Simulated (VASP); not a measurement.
Cs2Bi, 6 atoms in the cell. It takes space group I4/mmm (No. 139, tetragonal). Conventional cell: a = 5.362 Å, b = 5.362 Å, c = 18.921 Å, α = 90.00°, β = 90.00°, γ = 90.00°. Within 4.9 Å of Cs (site symmetry mmm) lie 4 Bi at 3.74 Å and 8 Cs at 3.79 to 4.20 Å. Within 4.7 Å of Cs (site symmetry 4mm) lie 5 Bi at 3.61 to 3.84 Å and 4 Cs at 4.20 Å. Bi (site symmetry 4mm) has 9 Cs at 3.61 to 3.84 Å within 4.7 Å. 

```yaml
Program: VASP 6.6.1
Task: single point
Functional: PBE0
Potentials_or_basis: VASP PAW PBE potentials, release 64 (Cs_sv, Bi_d)
Cutoff: 520 eV
k_mesh: 2 × 2 × 2
Occupations: fermi-dirac, width 0.1 eV
Spin: no spin polarisation
Dipole_correction: no
Grid_for_exact_exchange_PRECFOCK: Fast
Further_INCAR_settings: ALGO = Normal; EDIFF = 1e-06; NBANDS = 42
```

Potentials or basis: VASP PAW PBE potentials, release 64 (Cs_sv, Bi_d).

The run is started by

```console
$ cat potpaw_PBE.64/Cs_sv/POTCAR potpaw_PBE.64/Bi_d/POTCAR > POTCAR
$ cp INCAR.step1 INCAR
$ mpirun -np 1 vasp_std > vasp.out
$ cp INCAR.step2 INCAR
$ mpirun -np 1 vasp_std > vasp.out
```

Hardware: 1 × NVIDIA H100 80GB with 1 thread of AMD EPYC 7R13 Processor (Zen 3), with other jobs on the host.

Task: Estimate the wall time of this run.

Result: Run time: 12 min on 1 × NVIDIA H100 80GB with 1 thread of AMD EPYC 7R13 Processor (Zen 3), on a shared host, peak memory 1.4 GiB. Counts: k points 4.
